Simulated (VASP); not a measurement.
# Os (Pm-3n) in VASP: notebook

Os is run at these levels: BLYP; tasks: single point.

Program: VASP 6.6.1. These are calculated values, not measurements. Logs are shortened: lines on timing, memory, paths and dates and some standing lists are left out, and cuts for length are marked.

## 1. The cell of the first run

The structure is cubic, space group Pm-3n (No. 223). Conventional cell: a = 4.985 Å, b = 4.985 Å, c = 4.985 Å, α = 90.00°, β = 90.00°, γ = 90.00°. Os (site symmetry m-3) has 12 Os at 2.79 Å within 3.7 Å. Within 3.3 Å of Os (site symmetry -4m2) lie 14 Os at 2.49 to 3.05 Å.

## 2. Single point, BLYP

INCAR

```
PREC     = Accurate       # precision mode
ENCUT    = 520            # plane-wave cutoff, eV
EDIFF    = 1E-6           # SCF threshold, eV
ISMEAR   = -1             # smearing method
SIGMA    = 0.1            # smearing width, eV
LREAL    = F              # projectors in reciprocal space
LASPH    = T              # aspherical terms in the spheres
NELM     = 80             # most SCF steps
ALGO     = Normal         # electronic algorithm
ISIF     = 2              # what is computed and relaxed
LWAVE    = F              # write WAVECAR
LCHARG   = F              # write CHGCAR
GGA      = B5             # functional
ALDAX    = 1.0          
AGGAX    = 1.0          
AGGAC    = 1.0          
ALDAC    = 0.0          
NBANDS   = 42             # bands
```

KPOINTS

```
Automatic mesh
0
Gamma
  5 5 5
```

POSCAR

```
Os
1.0
    4.9850189973      0.0000000000      0.0000000000
    0.0000000000      4.9850189973      0.0000000000
    0.0000000000      0.0000000000      4.9850189973
Os
8
Direct
    1.0000000000      1.0000000000      1.0000000000
    0.5000000000      0.5000000000      0.5000000000
    0.2500000000      1.0000000000      0.5000000000
    0.7500000000      1.0000000000      0.5000000000
    0.5000000000      0.2500000000      1.0000000000
    0.5000000000      0.7500000000      0.0000000000
    1.0000000000      0.5000000000      0.2500000000
    1.0000000000      0.5000000000      0.7500000000
```

Potentials or basis: VASP PAW PBE potentials, release 64 (Os).

Started as:

```console
> cat potpaw_PBE.64/Os/POTCAR > POTCAR
> mpirun -np 1 vasp_std > vasp.out
```

OUTCAR:

```text
PREC = Accurate
   ENCUT = 520
   EDIFF = 1E-6
   ISMEAR = -1
   LREAL = F
   LASPH = T
   NELM = 80
   ISIF = 2
   GGA = B5

 ion  position               nearest neighbor table
   1  0.000  0.000  0.000-   3 2.79   4 2.79   5 2.79   6 2.79   7 2.79   8 2.79   3 2.79   4 2.79
                             7 2.79   8 2.79   5 2.79   6 2.79
   2  0.500  0.500  0.500-   3 2.79   4 2.79   5 2.79   6 2.79   7 2.79   8 2.79   5 2.79   6 2.79
                             3 2.79   4 2.79   7 2.79   8 2.79
   3  0.250  0.000  0.500-   4 2.49   4 2.49   1 2.79   1 2.79   2 2.79   2 2.79   8 3.05   5 3.05
                             5 3.05   6 3.05   6 3.05   7 3.05   8 3.05   7 3.05
   4  0.750  0.000  0.500-   3 2.49   3 2.49   1 2.79   1 2.79   2 2.79   2 2.79   8 3.05   5 3.05
                             5 3.05   6 3.05   6 3.05   7 3.05   8 3.05   7 3.05
   5  0.500  0.250  0.000-   6 2.49   6 2.49   1 2.79   2 2.79   2 2.79   1 2.79   8 3.05   4 3.05
                             3 3.05   4 3.05   3 3.05   7 3.05   7 3.05   8 3.05
   6  0.500  0.750  0.000-   5 2.49   5 2.49   1 2.79   2 2.79   2 2.79   1 2.79   8 3.05   4 3.05
                             3 3.05   4 3.05   3 3.05   7 3.05   7 3.05   8 3.05
   7  0.000  0.500  0.250-   8 2.49   8 2.49   1 2.79   2 2.79   1 2.79   2 2.79   3 3.05   4 3.05
                             5 3.05   3 3.05   4 3.05   6 3.05   5 3.05   6 3.05
   8  0.000  0.500  0.750-   7 2.49   7 2.49   1 2.79   2 2.79   1 2.79   2 2.79   3 3.05   4 3.05
                             5 3.05   3 3.05   4 3.05   6 3.05   5 3.05   6 3.05

  LATTYP: Found a simple cubic cell.
 ALAT       =     4.9850189973

  Lattice vectors:

 A1 = (   4.9850189973,   0.0000000000,   0.0000000000)
 A2 = (   0.0000000000,   4.9850189973,   0.0000000000)
 A3 = (   0.0000000000,   0.0000000000,   4.9850189973)

Analysis of symmetry for initial positions (statically):
=====================================================================
 Subroutine PRICEL returns:
 Original cell was already a primitive cell.

 Routine SETGRP: Setting up the symmetry group for a
 simple cubic supercell.

 Subroutine GETGRP returns: Found 48 space group operations
 (whereof 24 operations were pure point group operations)
 out of a pool of 48 trial point group operations.

The static configuration has the point symmetry T_h .
 The point group associated with its full space group is O_h .

Analysis of symmetry for dynamics (positions and initial velocities):
=====================================================================
 Subroutine PRICEL returns:
 Original cell was already a primitive cell.

 Routine SETGRP: Setting up the symmetry group for a
 simple cubic supercell.

 Subroutine GETGRP returns: Found 48 space group operations
 (whereof 24 operations were pure point group operations)
 out of a pool of 48 trial point group operations.

The dynamic configuration has the point symmetry T_h .
 The point group associated with its full space group is O_h .

 Subroutine INISYM returns: Found 48 space group operations
 (whereof 24 operations are pure point group operations),
 and found     1 'primitive' translations

----------------------------------------------------------------------------------------

                                     Primitive cell

  volume of cell :     123.8798

  direct lattice vectors                    reciprocal lattice vectors
     4.985018997  0.000000000  0.000000000     0.200601041  0.000000000  0.000000000
     0.000000000  4.985018997  0.000000000     0.000000000  0.200601041  0.000000000
     0.000000000  0.000000000  4.985018997     0.000000000  0.000000000  0.200601041

  length of vectors
     4.985018997  4.985018997  4.985018997     0.200601041  0.200601041  0.200601041

  position of ions in fractional coordinates (direct lattice)
     0.000000000  0.000000000  0.000000000
     0.500000000  0.500000000  0.500000000
     0.250000000  0.000000000  0.500000000
     0.750000000  0.000000000  0.500000000
     0.500000000  0.250000000  0.000000000
     0.500000000  0.750000000  0.000000000
     0.000000000  0.500000000  0.250000000
     0.000000000  0.500000000  0.750000000

  ion indices of the primitive-cell ions
   primitive index   ion index
                 1           1
                 2           2
                 3           3
                 4           4
                 5           5
                 6           6
                 7           7
                 8           8

----------------------------------------------------------------------------------------

 KPOINTS: Automatic mesh

Automatic generation of k-mesh.
 Grid dimensions read from file:
 generate k-points for:    5    5    5

 Generating k-lattice:

  Cartesian coordinates                     Fractional coordinates (reciprocal lattice)
     0.040120208  0.000000000  0.000000000     0.200000000  0.000000000  0.000000000
     0.000000000  0.040120208  0.000000000     0.000000000  0.200000000  0.000000000
     0.000000000  0.000000000  0.040120208     0.000000000  0.000000000  0.200000000

  Length of vectors
     0.040120208  0.040120208  0.040120208

  Shift w.r.t. Gamma in fractional coordinates (k-lattice)
     0.000000000  0.000000000  0.000000000

 Subroutine IBZKPT returns following result:
 ===========================================

 Found     10 irreducible k-points:

 Following reciprocal coordinates:
            Coordinates               Weight
  0.000000  0.000000  0.000000      1.000000
  0.200000  0.000000  0.000000      6.000000
  0.400000  0.000000  0.000000      6.000000
  0.200000  0.200000  0.000000     12.000000
  0.400000  0.200000  0.000000     24.000000
  0.400000  0.400000  0.000000     12.000000
  0.200000  0.200000  0.200000      8.000000
  0.400000  0.200000  0.200000     24.000000
  0.400000  0.400000  0.200000     24.000000
  0.400000  0.400000  0.400000      8.000000
   k-points           NKPTS =     10   k-points in BZ     NKDIM =     10   number of bands    NBANDS=     42
   number of dos      NEDOS =    301   number of ions     NIONS =      8
   total plane-waves  NPLWV =  64000
   dimension x,y,z NGX =    40 NGY =   40 NGZ =   40
   dimension x,y,z NGXF=    80 NGYF=   80 NGZF=   80
   ions per type =               8
   NGX,Y,Z   is equivalent  to a cutoff of  13.34, 13.34, 13.34 a.u.
   NGXF,Y,Z  is equivalent  to a cutoff of  26.68, 26.68, 26.68 a.u.
 SYSTEM =  unknown system
   PREC   = accura    normal or accurate (medium, high low for compatibility)
   ISTART =      0    job   : 0-new  1-cont  2-samecut
   ICHARG =      2    charge: 1-file 2-atom 10-const
   ISPIN  =      1    spin polarized calculation?
   LNONCOLLINEAR =      F non collinear calculations
   LSORBIT =      F    spin-orbit coupling
   LASPH  =      T    aspherical Exc in radial PAW
   ENCUT  =  520.0 eV  38.22 Ry    6.18 a.u.   9.27  9.27  9.27*2*pi/ulx,y,z
   NELM   =     80;   NELMIN=  2; NELMDL= -5     # of ELM steps
   EDIFF  = 0.1E-05   stopping-criterion for ELM
   LREAL  =      F    real-space projection
   EDIFFG = 0.1E-04   stopping-criterion for IOM
   NSW    =      0    number of steps for IOM
   IBRION =     -1    ionic relax: 0-MD 1-quasi-New 2-CG
   NFREE  =      0    steps in history (QN), initial steepest desc. (CG)
   ISIF   =      2    stress and relaxation
   ISYM   =      2    0-nonsym 1-usesym 2-fastsym
   POTIM  = 0.5000    time-step for ionic-motion
   TEBEG  =    0.0;   TEEND  =   0.0 temperature during run
   PSTRESS=    0.0 pullay stress
   NELECT =      64.0000    total number of electrons
   NUPDOWN=      -1.0000    fix difference up-down
   EMIN   =  10.00;   EMAX   =-10.00  energy-range for DOS
   EFERMI =   0.00;   METHOD = LEGACY
   ISMEAR =    -1;   SIGMA  =   0.10  broadening in eV -4-tet -1-fermi 0-gaus
   EFERMI_NEDOS =   21; number of points for ismear=-14 and -15
   IALGO  =     38    algorithm
   IMIX   =      4    mixing-type and parameters
     AMIX     =   0.40;   BMIX     =  1.00
     AMIX_MAG =   1.60;   BMIX_MAG =  1.00
  volume/ion in A,a.u.               =      15.48       104.50
  Fermi-wavevector in a.u.,A,eV,Ry     =   1.313615  2.482372 23.477990  1.725584
  Thomas-Fermi vector in A             =   2.443925
   LORBIT       =      0    0 simple, 1 ext, 2 COOP (PROOUT), +10 PAW based schemes
   GGA     = B5    functional components
   LHFCALC =     F    Hartree Fock is set to
   AEXX    =    0.0000 exact exchange contribution
   IVDW    =     0    specifies the selected vdW correction
   LEPSILON=     F    determine dielectric tensor
   LRPA    =     F    only Hartree local field effects (RPA)
 non-spin polarized calculation
  energy-cutoff  :      520.00
  volume of cell :      123.88
 maximum number of plane-waves:      3353
 NGX is ok and might be reduce to    40
   NGX = 19   NGY = 19   NGZ = 19

 number of electron      64.0000016 magnetization

 Free energy of the ion-electron system (eV)
  ---------------------------------------------------
  ext. energy  EPLUGINS =         0.00000000
  ---------------------------------------------------
  free energy    TOTEN  =       -72.98175762 eV

  energy without entropy =      -72.63108220  energy(sigma->0) =      -72.80641991

 E-fermi :   8.7976     XC(G=0): -12.7516

 val. band max:        8.7531854708   @ k =   0.4000   0.4000   0.0000
 cond. band min:       8.8885226299   @ k =   0.4000   0.2000   0.2000
 fundamental gap:      0.1353371591
 Fermi energy:         8.7975967734

 k-point     1 :       0.0000    0.0000    0.0000
  band No.  band energies     occupation
      1      -1.2733      2.00000
      2       1.6266      2.00000
      3       1.6266      2.00000
      4       2.8227      2.00000
      5       3.1341      2.00000
      6       3.1341      2.00000
[... 34 lines left out ...]
     41      10.7087      0.00000
     42      12.5556      0.00000
[... 364 lines left out ...]
      2       2.4819      2.00000
      3       2.4819      2.00000
      4       2.8097      2.00000
      5       2.8527      2.00000
      6       2.8527      2.00000
[... 34 lines left out ...]
     41      10.1444      0.00000
     42      10.3496      0.00000

------------------------ aborting loop because EDIFF is reached ----------------------------------------

  FORCE on cell =-STRESS in cart. coord.  units (eV):
  Direction    XX          YY          ZZ          XY          YZ          ZX
  --------------------------------------------------------------------------------------
  -------------------------------------------------------------------------------------
  Total        1.8085855      1.8085855      1.8085855     -0.0000000     -0.0000000     -0.0000000
  in kB       23.3910211     23.3910211     23.3910211     -0.0000000     -0.0000000     -0.0000000
  external PRESSURE =      23.3910211 kB  Pullay stress =       0.0000000 kB

 VOLUME and BASIS-vectors are now :
 -----------------------------------------------------------------------------
  energy-cutoff  :      520.00
  volume of cell :      123.88
      direct lattice vectors                 reciprocal lattice vectors
     4.985018997  0.000000000  0.000000000     0.200601041  0.000000000  0.000000000
     0.000000000  4.985018997  0.000000000     0.000000000  0.200601041  0.000000000
     0.000000000  0.000000000  4.985018997     0.000000000  0.000000000  0.200601041

 POSITION                                       TOTAL-FORCE (eV/Angst)
 -----------------------------------------------------------------------------------
      0.00000      0.00000      0.00000        -0.000000     -0.000000     -0.000000
      2.49251      2.49251      2.49251        -0.000000     -0.000000     -0.000000
      1.24625      0.00000      2.49251         0.000000      0.000000     -0.000000
      3.73876      0.00000      2.49251        -0.000000     -0.000000      0.000000
      2.49251      1.24625      0.00000         0.000000      0.000000     -0.000000
      2.49251      3.73876      0.00000        -0.000000     -0.000000      0.000000
      0.00000      2.49251      1.24625         0.000000      0.000000     -0.000000
      0.00000      2.49251      3.73876         0.000000      0.000000     -0.000000
 -----------------------------------------------------------------------------------
    total drift:                               -0.000000     -0.000000     -0.000000

  FREE ENERGIE OF THE ION-ELECTRON SYSTEM (eV)
  ---------------------------------------------------
  free  energy   TOTEN  =       -72.9817576183 eV

  energy  without entropy=      -72.6310821993  energy(sigma->0) =      -72.80641991
```

Run time: 2.4 min. Hardware: 1 thread of AMD EPYC 7R43 (Zen 3), shared host; peak memory 0.19 GiB.

What came out:

```
Free energy            : -72.9818 eV
Pressure               : 2.3 GPa
Band gap on the k mesh : zero (bands 32 and 33 overlap by 0.45 eV)
```

Levels at points of the mesh, in eV from the Fermi level:
| k point | band 30 | band 31 | band 32 | band 33 | band 34 | band 35 |
| --- | --- | --- | --- | --- | --- | --- |
| (0.00, 0.00, 0.00) | -0.63 | -0.63 | -0.33 | -0.33 | 0.42 | 0.42 |

Caveat: the PAW data sets were made with another functional, which shifts forces and pressure a little; spin-orbit coupling is left out, which moves the levels of the heavy elements.

## 3. Single point, BLYP

INCAR

```
PREC     = Accurate       # precision mode
ENCUT    = 520            # plane-wave cutoff, eV
EDIFF    = 1E-6           # SCF threshold, eV
ISMEAR   = -1             # smearing method
SIGMA    = 0.1            # smearing width, eV
LREAL    = False          # projectors in reciprocal space
LASPH    = True           # aspherical terms in the spheres
NELM     = 100            # most SCF steps
ALGO     = Normal         # electronic algorithm
ISIF     = 2              # what is computed and relaxed
LWAVE    = False          # write WAVECAR
LCHARG   = True           # write CHGCAR
GGA      = B5             # functional
ALDAX    = 1.0          
AGGAX    = 1.0          
AGGAC    = 1.0          
ALDAC    = 0.0          
LELF     = True           # ELF
LVHAR    = True         
NBANDS   = 42             # bands
```

KPOINTS

```
Automatic mesh
0
Gamma
  7 7 7
```

POSCAR is that of step 2.

Potentials or basis: VASP PAW PBE potentials, release 64 (Os).

Started as:

```console
> cat potpaw_PBE.64/Os/POTCAR > POTCAR
> mpirun -np 1 vasp_std > vasp.out
```

Run time: 4.5 min. Hardware: 1 thread of AMD EPYC 7R43 (Zen 3), shared host; peak memory 0.22 GiB.

It converged, with:

| Quantity | Value |
| --- | --- |
| Free energy | -72.9830 eV |
| Pressure | 2.0 GPa |
| Band gap on the k mesh | zero (bands 32 and 33 overlap by 0.58 eV) |

Levels at points of the mesh, in eV from the Fermi level:
```
           k point  band 29  band 30  band 31  band 32  band 33  band 34  band 35  band 36
(0.00, 0.00, 0.00)    -0.66    -0.66    -0.66    -0.35    -0.35     0.40     0.40     1.23
```

Caveat: the PAW data sets were made with another functional, which shifts forces and pressure a little; spin-orbit coupling is left out, which moves the levels of the heavy elements.
